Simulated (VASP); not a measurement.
Input of a VASP 6.6.1 run:

INCAR

```
SYSTEM = PtSe2
PREC = Accurate
ENCUT = 520
EDIFF = 1E-6
ISMEAR = 0
SIGMA = 0.15
LREAL = .False.
LASPH = .True.
NELM = 80
ALGO = Normal
ISIF = 2
LWAVE = .False.
LCHARG = .True.
GGA = CA
LELF = .True.
LVHAR = .True.
NBANDS = 18
```

The input KPOINTS:

```
regular mesh
0
Gamma
  15 15 10
  0 0 0
```

The input POSCAR:

```
PtSe2
1.0
    3.4260805562      0.0000000000      0.0000000000
   -1.7130402781      2.9670727971      0.0000000000
    0.0000000000      0.0000000000      5.0620000000
Pt Se
1 2
Direct
    0.0000000000      0.0000000000      0.0000000000
    0.3333333333      0.6666666667      0.2500000000
    0.6666666667      0.3333333333      0.7500000000
```

Potentials or basis: VASP PAW LDA potentials, release 64 (Pt, Se).

Command:

```console
$ cat potpaw_LDA.64/Pt/POTCAR potpaw_LDA.64/Se/POTCAR > POTCAR
$ mpirun -np 1 vasp_std > vasp.out
```

(1) Estimate the pressure.

(2) What does it give for the largest force?

Results:

(1) 38.2 GPa.

(2) 2.986 eV/Å.

Caveat: the cell differs from its parent crystal (strain -0.080 along x and y, +0.000 along z); forces of over 1 eV/Å act on the atoms, so gaps and moduli don't describe the material at rest.
